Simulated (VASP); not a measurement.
Input of a VASP 6.6.1 run:

Contents of POSCAR:

```
TlBr
1.0
    3.9461933165      0.0000000000      0.0000000000
    0.0000000000      3.9461933165      0.0000000000
    0.0000000000      0.0000000000      3.9461933165
Tl Br
1 1
Direct
    0.0000000000      0.0000000000      0.0000000000
    0.5000000000      0.5000000000      0.5000000000
```

File INCAR.step1:

```
PREC = Accurate ; ENCUT = 400
EDIFF = 1E-5 ; ISMEAR = 0
SIGMA = 0.01 ; LREAL = F
LASPH = T ; NELM = 120
ALGO = Normal ; ISIF = 2
LWAVE = T ; LCHARG = F
NBANDS = 17 ; GGA = PE
GGA_COMPAT = F
```

The input INCAR.step2:

```
PREC = Accurate ; ENCUT = 400
EDIFF = 1E-6 ; ISMEAR = 0
SIGMA = 0.01 ; LREAL = F
LASPH = T ; NELM = 120
ALGO = Normal ; ISIF = 2
LWAVE = F ; LCHARG = F
GGA = PE ; LHFCALC = T
AEXX = 0.05 ; HFSCREEN = 0.2078
PRECFOCK = Normal ; NBANDS = 17
ISTART = 1 ; GGA_COMPAT = F
```

Contents of KPOINTS:

```
Automatic mesh
0
Gamma
  4 4 4
```

Potentials or basis: VASP PAW PBE potentials, release 64 (Tl_d, Br).

The run is started by

```sh
$ cat potpaw_PBE.64/Tl_d/POTCAR potpaw_PBE.64/Br/POTCAR > POTCAR
$ cp INCAR.step1 INCAR
$ mpirun -np 1 vasp_std > vasp.out
$ cp INCAR.step2 INCAR
$ mpirun -np 1 vasp_std > vasp.out
```

Task: What does it give for the pressure?

Result: 1.9 GPa.

Task: Predict the band gap on the k mesh.

Result: 1.92 eV.

Caveat: the PAW data sets were made with another functional, which shifts forces and pressure a little; spin-orbit coupling is left out, which moves the levels of the heavy elements. A k mesh can miss the band edges.
